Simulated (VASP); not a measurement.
CaO:

```
CELL_PARAMETERS angstrom
0.00000 2.41518 2.41518
2.41518 0.00000 2.41518
2.41518 2.41518 0.00000
ATOMIC_POSITIONS crystal
Ca 0.00000 0.00000 0.00000
O 0.50000 0.50000 0.50000
```

| Property | Result |
| --- | --- |
| Program | VASP 6.6.1 |
| Task | relaxation of cell and atoms |
| Functional | LDA |
| Potentials or basis | VASP PAW LDA potentials, release 64 (Ca_sv, O) |
| Cutoff | 600 eV |
| k mesh | 8 × 8 × 8 |
| Occupations | fermi-dirac, width 0.02 eV |
| Spin | no spin polarisation |

At the start: pressure -7.8 GPa; volume 14.09 Å³/atom.

Question: How do energy, volume and symmetry change on relaxing?

Answer: Over 3 steps the energy falls by 25.0 meV/atom and the volume is 13.12 Å³/atom (-6.8 %); space group Fm-3m (No. 225, to 0.05 Å).

Step by step:
```tsv
step	energy change (eV)	largest force (eV/Å)	pressure (GPa)	volume (Å³)
1	0.0000	0.0000	-7.81	28.18
2	-0.0402	0.0000	4.15	25.47
3	-0.0501	0.0000	-0.01	26.25
```

Final structure:
```
Ca O
1.0
     0.00000    2.35876    2.35876
     2.35876    0.00000    2.35876
     2.35876    2.35876    0.00000
Ca O
1 1
Direct
  0.00000 0.00000 0.00000
  0.50000 0.50000 0.50000
```
